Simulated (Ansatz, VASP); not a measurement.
**AsPt2 in VASP and in Ansatz**

```
As Pt
1.0
    -1.59533    1.59533    4.77551
     1.59533   -1.59533    4.77551
     1.59533    1.59533   -4.77551
As Pt
1 2
Direct
  0.00000 0.00000 0.00000
  0.65366 0.65366 0.00000
  0.34634 0.34634 0.00000
```

Alike in both runs: functional PBE; k mesh 18 × 18 × 18; occupations gaussian, width 0.1 eV; no spin polarisation.

Ansatz relaxed the structure, and its values are those at the end. VASP's run is a single point on that final structure, the one shown.

|  | VASP | Ansatz |
| --- | --- | --- |
| version | VASP 6.6.1 | Ansatz 0.2.0 |
| potentials or method | VASP PAW PBE potentials, release 64 (As, Pt), cutoff 520 eV | scalar-relativistic, plane waves, PAW |
| valence electrons in the cell | 25 | 51 |

Ansatz gave:

```
gap on the k mesh at the Fermi level (eV) : none
pressure (GPa)                            : 0.0
rms of the force components (eV/Å)        : 0.000
```

**Question.** Estimate VASP's values.

**Answer.** gap on the k mesh at the Fermi level (eV): none; pressure (GPa): -0.1; rms of the force components (eV/Å): 0.004.

A gap of «none» marks a metal or a gap that the smearing closes. The functional is the same, so the differences come from potentials, cutoffs and numerics. VASP's potentials hold 25 valence electrons a cell and Ansatz's 51, so a difference there can come from the potentials and not from the codes.

Spin-orbit coupling is off throughout.
